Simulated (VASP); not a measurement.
# Pd (P6_3/mmc) in VASP: notebook, part 2 of 2

VASP 6.6.1. Earlier steps stand in the parts before.

## (4) Single point, PBE, collinear spin (15.98 Å³/atom)

This run uses another cell than the first one, of 15.98 Å³/atom.

Contents of INCAR:

```
  PREC = Accurate
  ENCUT = 520
  EDIFF = 1E-6
  ISMEAR = -1
  SIGMA = 0.05
  LREAL = F
  LASPH = T
  NELM = 150
  ALGO = Normal
  ISIF = 2
  LWAVE = F
  LCHARG = F
  ISPIN = 2
  MAGMOM = 0.35 0.35 0.354 0.354
  LORBIT = 11
  LMAXMIX = 4
  GGA = PE
  NBANDS = 32
```

Contents of KPOINTS:

```
Automatic mesh
0
Gamma
  15 15 4
```

Contents of POSCAR:

```
Pd
1.0
    2.8154031579      0.0000000000      0.0000000000
   -1.4077015789      2.4382106566      0.0000000000
    0.0000000000      0.0000000000      9.3111907883
Pd
4
Direct
    0.0000000000      1.0000000000      0.0000000000
    1.0000000000      1.0000000000      0.5000000000
    0.3333333333      0.6666666667      0.2500000000
    0.6666666667      0.3333333333      0.7500000000
```

Potentials or basis: VASP PAW PBE potentials, release 64 (Pd).

Command:

```bash
cat potpaw_PBE.64/Pd/POTCAR > POTCAR
mpirun -np 1 vasp_std > vasp.out
```

OUTCAR:

```text
PREC = Accurate
   ENCUT = 520
   EDIFF = 1E-6
   ISMEAR = -1
   LREAL = F
   LASPH = T
   NELM = 150
   ISIF = 2
   ISPIN = 2
   LORBIT = 11
   GGA = PE

 ion  position               nearest neighbor table
   1  0.000  0.000  0.000-   3 2.84   4 2.84   3 2.84   4 2.84   4 2.84   3 2.84
   2  0.000  0.000  0.500-   3 2.84   4 2.84   3 2.84   4 2.84   4 2.84   3 2.84
   3  0.333  0.667  0.250-   1 2.84   2 2.84   1 2.84   2 2.84   1 2.84   2 2.84
   4  0.667  0.333  0.750-   1 2.84   2 2.84   1 2.84   2 2.84   1 2.84   2 2.84

  LATTYP: Found a hexagonal cell.
 ALAT       =     2.8154031579
 C/A-ratio  =     3.3072317768

  Lattice vectors:

 A1 = (   2.8154031579,   0.0000000000,   0.0000000000)
 A2 = (  -1.4077015789,   2.4382106566,   0.0000000000)
 A3 = (   0.0000000000,   0.0000000000,   9.3111907883)

Analysis of symmetry for initial positions (statically):
=====================================================================
 Subroutine PRICEL returns:
 Original cell was already a primitive cell.

 Routine SETGRP: Setting up the symmetry group for a
 hexagonal supercell.

 Subroutine GETGRP returns: Found 24 space group operations
 (whereof 12 operations were pure point group operations)
 out of a pool of 24 trial point group operations.

The static configuration has the point symmetry D_3d.
 The point group associated with its full space group is D_6h.

Analysis of symmetry for dynamics (positions and initial velocities):
=====================================================================
 Subroutine PRICEL returns:
 Original cell was already a primitive cell.

 Routine SETGRP: Setting up the symmetry group for a
 hexagonal supercell.

 Subroutine GETGRP returns: Found 24 space group operations
 (whereof 12 operations were pure point group operations)
 out of a pool of 24 trial point group operations.

The dynamic configuration has the point symmetry D_3d.
 The point group associated with its full space group is D_6h.

Analysis of structural, dynamic, and magnetic symmetry:
=====================================================================
 Subroutine PRICEL returns:
 Original cell was already a primitive cell.

 Routine SETGRP: Setting up the symmetry group for a
 hexagonal supercell.

 Subroutine GETGRP returns: Found 24 space group operations
 (whereof 12 operations were pure point group operations)
 out of a pool of 24 trial point group operations.

The overall configuration has the point symmetry D_3d.
 The point group associated with its full space group is D_6h.

 Subroutine INISYM returns: Found 24 space group operations
 (whereof 12 operations are pure point group operations),
 and found     1 'primitive' translations

----------------------------------------------------------------------------------------

                                     Primitive cell

  volume of cell :      63.9171

  direct lattice vectors                    reciprocal lattice vectors
     2.815403158  0.000000000  0.000000000     0.355188918  0.205068417  0.000000000
    -1.407701579  2.438210657  0.000000000     0.000000000  0.410136834  0.000000000
     0.000000000  0.000000000  9.311190788     0.000000000  0.000000000  0.107397649

  length of vectors
     2.815403158  2.815403158  9.311190788     0.410136834  0.410136834  0.107397649

[... 84 lines left out ...]
   EDIFF  = 0.1E-05   stopping-criterion for ELM
   LREAL  =      F    real-space projection
   EDIFFG = 0.1E-04   stopping-criterion for IOM
   NSW    =      0    number of steps for IOM
   IBRION =     -1    ionic relax: 0-MD 1-quasi-New 2-CG
   NFREE  =      0    steps in history (QN), initial steepest desc. (CG)
   ISIF   =      2    stress and relaxation
   ISYM   =      2    0-nonsym 1-usesym 2-fastsym
   POTIM  = 0.5000    time-step for ionic-motion
   TEBEG  =    0.0;   TEEND  =   0.0 temperature during run
   PSTRESS=    0.0 pullay stress
   NELECT =      40.0000    total number of electrons
   NUPDOWN=      -1.0000    fix difference up-down
   EMIN   =  10.00;   EMAX   =-10.00  energy-range for DOS
   EFERMI =   0.00;   METHOD = LEGACY
   ISMEAR =    -1;   SIGMA  =   0.05  broadening in eV -4-tet -1-fermi 0-gaus
   EFERMI_NEDOS =   21; number of points for ismear=-14 and -15
   IALGO  =     38    algorithm
   IMIX   =      4    mixing-type and parameters
     AMIX     =   0.40;   BMIX     =  1.00
     AMIX_MAG =   1.60;   BMIX_MAG =  1.00
  volume/ion in A,a.u.               =      15.98       107.83
  Fermi-wavevector in a.u.,A,eV,Ry     =   1.400304  2.646192 26.679020  1.960853
  Thomas-Fermi vector in A             =   2.523278
   LORBIT       =     11    0 simple, 1 ext, 2 COOP (PROOUT), +10 PAW based schemes
   GGA     = PE    functional components
   LHFCALC =     F    Hartree Fock is set to
   AEXX    =    0.0000 exact exchange contribution
   IVDW    =     0    specifies the selected vdW correction
   LEPSILON=     F    determine dielectric tensor
   LRPA    =     F    only Hartree local field effects (RPA)
 spin polarized calculation
  energy-cutoff  :      520.00
  volume of cell :       63.92
 maximum number of plane-waves:      1744
 NGX is ok and might be reduce to    24
   NGX = 11   NGY = 11   NGZ = 35

 number of electron      39.9999991 magnetization       1.2958978

 Free energy of the ion-electron system (eV)
  ---------------------------------------------------
  ext. energy  EPLUGINS =         0.00000000
  ---------------------------------------------------
  free energy    TOTEN  =       -20.81275421 eV

  energy without entropy =      -20.74397838  energy(sigma->0) =      -20.77836629

 E-fermi :   8.5165     XC(G=0): -12.6894

 val. band max:        8.5113796857   @ k =   0.4667   0.0667   0.0000
 cond. band min:       8.5170547376   @ k =   0.0667   0.0000   0.0000
 fundamental gap:      0.0056750519
 Fermi energy:         8.5164757781

 spin component 1

 k-point     1 :       0.0000    0.0000    0.0000
  band No.  band energies     occupation
      1       1.9472      1.00000
      2       3.4971      1.00000
      3       3.5052      1.00000
      4       3.6989      1.00000
      5       5.8040      1.00000
      6       5.8500      1.00000
[... 829 lines left out ...]
     31      20.0816      0.00000
     32      20.6740      0.00000

 [... further k-points ...]

 spin component 2

 k-point     1 :       0.0000    0.0000    0.0000
  band No.  band energies     occupation
      1       1.9588      1.00000
      2       3.5554      1.00000
      3       3.5596      1.00000
      4       3.8663      1.00000
      5       6.0409      1.00000
      6       6.0613      1.00000
[... 829 lines left out ...]
     31      20.1471      0.00000
     32      20.7521      0.00000

 [... further k-points ...]

------------------------ aborting loop because EDIFF is reached ----------------------------------------

  FORCE on cell =-STRESS in cart. coord.  units (eV):
  Direction    XX          YY          ZZ          XY          YZ          ZX
  --------------------------------------------------------------------------------------
  -------------------------------------------------------------------------------------
  Total       -2.2857152     -2.2857152     -2.5105187     -0.0000000      0.0000000      0.0000000
  in kB      -57.2948583    -57.2948583    -62.9298950     -0.0000000      0.0000000      0.0000000
  external PRESSURE =     -59.1732039 kB  Pullay stress =       0.0000000 kB

 VOLUME and BASIS-vectors are now :
 -----------------------------------------------------------------------------
  energy-cutoff  :      520.00
  volume of cell :       63.92
      direct lattice vectors                 reciprocal lattice vectors
     2.815403158  0.000000000  0.000000000     0.355188918  0.205068417  0.000000000
    -1.407701579  2.438210657  0.000000000     0.000000000  0.410136834  0.000000000
     0.000000000  0.000000000  9.311190788     0.000000000  0.000000000  0.107397649

 POSITION                                       TOTAL-FORCE (eV/Angst)
 -----------------------------------------------------------------------------------
      0.00000      0.00000      0.00000         0.000000      0.000000      0.000000
      0.00000      0.00000      4.65560         0.000000      0.000000      0.000000
     -0.00000      1.62547      2.32780         0.000000     -0.000000     -0.000000
      1.40770      0.81274      6.98339        -0.000000      0.000000     -0.000000
 -----------------------------------------------------------------------------------
    total drift:                               -0.000000      0.000000      0.000000

  FREE ENERGIE OF THE ION-ELECTRON SYSTEM (eV)
  ---------------------------------------------------
  free  energy   TOTEN  =       -20.8127542067 eV

  energy  without entropy=      -20.7439783819  energy(sigma->0) =      -20.77836629

 total charge

# of ion       s       p       d       tot
------------------------------------------
    1        0.449   0.398   8.442   9.289
    2        0.449   0.398   8.442   9.289
    3        0.450   0.400   8.439   9.288
    4        0.450   0.400   8.439   9.288
--------------------------------------------------
tot          1.798   1.595  33.761  37.154

 magnetization (x)

# of ion       s       p       d       tot
------------------------------------------
    1       -0.003  -0.008   0.334   0.323
    2       -0.003  -0.008   0.334   0.323
    3       -0.003  -0.008   0.341   0.330
    4       -0.003  -0.008   0.341   0.330
--------------------------------------------------
tot         -0.012  -0.033   1.350   1.306
```

Wall time 3.2 min (1 thread of Intel Xeon 6975P-C (Granite Rapids), shared host); peak memory 0.37 GiB.

Results:

- Free energy: -20.8128 eV
- Pressure: -5.9 GPa
- Net moment: 1.30 μB per cell
- Site moments: Pd +0.32, +0.33 (each value once) μB
- Valence electrons inside the program's atomic spheres: Pd 9.29

Stress tensor (GPa, compression positive):
```
-5.73  0.00  0.00
 0.00 -5.73  0.00
 0.00  0.00 -6.29
```

Levels at points of the mesh, in eV from the Fermi level:
Spin up:
| k point | band 16 | band 17 | band 18 | band 19 | band 20 | band 21 | band 22 | band 23 | band 24 | band 25 |
| --- | --- | --- | --- | --- | --- | --- | --- | --- | --- | --- |
| (0.00, 0.00, 0.00) | -1.45 | -1.45 | -1.06 | -1.06 | -0.76 | -0.76 | -0.27 | -0.27 | 1.07 | 6.43 |
| (0.00, 0.00, 0.50) | -1.26 | -1.26 | -1.26 | -0.78 | -0.78 | -0.48 | -0.48 | -0.48 | -0.48 | 9.08 |
Spin down:
```csv
k point,band 16,band 17,band 18,band 19,band 20,band 21,band 22,band 23
"(0.00, 0.00, 0.00)",-1.24,-1.24,-0.82,-0.82,-0.53,-0.53,-0.01,-0.01
"(0.00, 0.00, 0.50)",-1.05,-1.05,-1.05,-0.72,-0.72,-0.23,-0.23,-0.23
```

Caveat: the cell stands under tension.

## (5) Overview

| spin | cell | k mesh | smearing | gap on the mesh (eV) | pressure (GPa) | moment (μB) |
| --- | --- | --- | --- | --- | --- | --- |
| off | a = 2.856, b = 2.856, c = 9.413 Å, angles 90.0, 90.0, 120.0°, 4 atoms | 17 × 17 × 5 | fermi-dirac 0.1 eV | none | -10.5 | - |
| collinear | a = 2.779, b = 2.779, c = 9.190 Å, angles 90.0, 90.0, 120.0°, 4 atoms | 15 × 15 × 4 | fermi-dirac 0.05 eV | none | -0.2 | 0.96 |
| collinear | a = 2.815, b = 2.815, c = 9.311 Å, angles 90.0, 90.0, 120.0°, 4 atoms | 15 × 15 × 4 | fermi-dirac 0.05 eV | none | -5.9 | 1.30 |

Alike in all rows: task single point; level PBE; potentials or basis VASP PAW PBE potentials, release 64 (Pd); cutoff (eV) 520.

Caveats: the cell stands under tension (at least some runs); a moment this small can come from the mesh or the smearing (at least some runs).

Absolute energies hang on the potentials; compare differences alone.
